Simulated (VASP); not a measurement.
Bi, 2 atoms in the cell. The typed cell holds 2 atoms: a = 3.246 Å, b = 3.165 Å, c = 5.812 Å, α = 90.00°, β = 90.00°, γ = 90.00°. 

| Item | Value |
| --- | --- |
| Program | VASP 6.6.1 |
| Task | single point |
| Functional | PBEsol |
| Potentials or basis | VASP PAW PBE potentials, release 64 (Bi_d) |
| Cutoff | 520 eV |
| k mesh | 8 × 8 × 4 |
| Occupations | fermi-dirac, width 0.05 eV |
| Spin | no spin polarisation |
| Dipole correction | no |
| Further INCAR settings | ALGO = Normal; EDIFF = 1e-07; NBANDS = 22 |

Potentials or basis: VASP PAW PBE potentials, release 64 (Bi_d).

Run with:

```bash
$ cat potpaw_PBE.64/Bi_d/POTCAR > POTCAR
$ mpirun -np 1 vasp_std > vasp.out
```

Hardware: 1 thread of Intel(R) Xeon(R) 6975P-C (Granite Rapids), on a shared host.

Q: How long does it take, and how much memory?

A: Wall time 24 s on 1 thread of Intel(R) Xeon(R) 6975P-C (Granite Rapids), with other jobs on the host, peak memory 0.22 GiB. Counts: scf iterations 11, k points 90.
